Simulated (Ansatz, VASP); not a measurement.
**H in VASP and in Ansatz**

```
CELL_PARAMETERS angstrom
2.86161 0.00000 0.00000
0.00000 2.86161 0.00000
0.00000 0.00000 0.90205
ATOMIC_POSITIONS crystal
H 0.00000 0.00000 0.50000
```

Change from the starting cell: strain +0.080 along x and y, -0.080 along z, atoms carried along.

Alike in both runs: task single point; functional PBEsol; k mesh 10 × 10 × 26; occupations gaussian, width 0.05 eV; no spin polarisation.

|  | VASP | Ansatz |
| --- | --- | --- |
| version | VASP 6.6.1 | Ansatz 0.2.0 |
| potentials or method | VASP PAW PBE potentials, release 64 (H), cutoff 520 eV | scalar-relativistic, plane waves, PAW |
| valence electrons in the cell | 1 | 1 |

|  | VASP | Ansatz | Ansatz less VASP |
| --- | --- | --- | --- |
| pressure (GPa) | 10.3 | 10.6 | +0.25 |
| traceless stress, the component that is largest in VASP (GPa) | 20.36 | 20.30 | -0.062 |

VASP's potentials were made for PBE, not for PBEsol.
